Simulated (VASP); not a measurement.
## In2SbSe3: single point with PBE

In2SbSe3:

```
CELL_PARAMETERS angstrom
6.10352 0.00000 0.00000
0.00000 6.10352 0.00000
0.00000 0.00000 7.61424
ATOMIC_POSITIONS crystal
In 0.00000 0.50000 0.00000
In 0.50000 0.00000 0.00000
Sb 0.50000 0.50000 0.00000
Se 0.50000 0.50000 0.34074
Se 0.50000 0.50000 0.65926
Se 0.00000 0.00000 0.50000
```

The cell was generated, and may not be a known phase.

* Program: VASP 6.6.1
* Task: single point
* Functional: PBE
* Potentials or basis: VASP PAW PBE potentials, release 64 (In_d, Sb, Se)
* Cutoff: 520 eV
* k mesh: 4 × 4 × 2
* Occupations: gaussian, width 0.1 eV
* Spin: no spin polarisation

The pressure is 0.2 GPa. The largest force is 0.007 eV/Å and the band gap on the k mesh is zero (an odd number of electrons rules out a gap without spin polarisation).

Forces in eV/Å, atoms in the order of the input:
```
In   0.000  0.000  0.000
In   0.000  0.000  0.000
Sb   0.000  0.000  0.000
Se   0.000  0.000  0.007
Se   0.000  0.000 -0.007
Se   0.000  0.000  0.000
```

Stress tensor (GPa, compression positive):
```
0.22 0.00 0.00
0.00 0.22 0.00
0.00 0.00 0.08
```

Levels at points of the mesh, in eV from the Fermi level:
| k point | band 22 | band 23 | band 24 | band 25 | band 26 | band 27 |
| --- | --- | --- | --- | --- | --- | --- |
| (0.00, 0.00, 0.00) | -1.18 | -0.44 | -0.44 | -0.35 | 0.03 | 0.03 |
| (0.50, 0.00, 0.00) | -1.02 | -0.42 | -0.19 | -0.15 | 0.03 | 1.39 |
| (0.50, 0.50, 0.00) | -0.81 | -0.23 | -0.17 | -0.02 | -0.02 | 1.78 |
| (0.00, 0.00, 0.50) | -0.12 | 0.03 | 0.03 | 0.51 | 0.51 | 1.39 |
| (0.50, 0.00, 0.50) | -0.31 | -0.13 | -0.11 | 0.56 | 1.50 | 1.62 |
| (0.50, 0.50, 0.50) | -0.26 | 0.04 | 0.04 | 0.58 | 2.03 | 2.03 |

It took 3.8 min on 1 thread of Intel Xeon 8259CL, with other jobs on the host, peak memory 0.43 GiB.

Caveat: the k points lie up to 0.41 Å⁻¹ apart, too coarse for converged energies and pressures of a metal; spin-orbit coupling is left out, which moves the levels of the heavy elements.
